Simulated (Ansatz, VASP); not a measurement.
SnTe: VASP beside Ansatz

Contents of INCAR:

```
SYSTEM = SnTe
ALGO = Normal
EDIFF = 1E-7
ENCUT = 520
GGA = PE
ISIF = 2
ISMEAR = -1
LASPH = .TRUE.
LCHARG = .FALSE.
LREAL = .FALSE.
LWAVE = .FALSE.
NBANDS = 17
NELM = 100
PREC = Accurate
SIGMA = 0.08
```

The input KPOINTS:

```
k-points
0
G
  11 11 11
  0 0 0
```

Contents of POSCAR:

```
SnTe
1.0
    0.0000000000      3.0920635522      3.0920635522
    3.0920635522      0.0000000000      3.0920635522
    3.0920635522      3.0920635522      0.0000000000
Sn Te
1 1
Direct
    0.0000000000      0.0000000000      0.0000000000
    0.5000000000      0.5000000000      0.5000000000
```

Input for Ansatz:

```yaml
crystal:
  lattice:
    - [0.0, 3.0920635522, 3.0920635522]
    - [3.0920635522, 0.0, 3.0920635522]
    - [3.0920635522, 3.0920635522, 0.0]
  atoms:
    - { symbol: Sn, position: [0.0, 0.0, 0.0] }
    - { symbol: Te, position: [0.5, 0.5, 0.5] }
kpoints:
  mp_grid: { grid: [11, 11, 11] }
  band_path:
    path:
      - [0.0, 0.0, 0.0]
      - [0.5, 0.0, 0.5]
      - [0.625, 0.25, 0.625]
      - [0.375, 0.375, 0.75]
      - [0.0, 0.0, 0.0]
      - [0.5, 0.5, 0.5]
      - [0.5, 0.25, 0.75]
      - [0.5, 0.0, 0.5]
    npoints: 5
scf:
  occupations: { method: fermi_dirac, width: 0.08 }
hamiltonian:
  xc: pbe
  pseudopotentials: { kind: all_electron, lapw: { basis_error: 0.00025 } }
output:
  forces: true
  stress: true
  eigenvalues: true
```

Change from the starting cell: volume scaled by 0.94.

Alike in both runs: task single point; functional PBE; k mesh 11 × 11 × 11; occupations fermi-dirac, width 0.08 eV; no spin polarisation.

|  | VASP | Ansatz |
| --- | --- | --- |
| version | VASP 6.6.1 | Ansatz 0.2.0 |
| potentials or method | VASP PAW PBE potentials, release 64 (Sn_d, Te), cutoff 520 eV | all-electron LAPW, scalar-relativistic |

```tsv
	VASP	Ansatz	Ansatz less VASP
pressure (GPa)	5.5	5.5	+0.02
```

Ansatz ran all-electron here, and VASP with PAW potentials.

Spin-orbit coupling is off throughout.
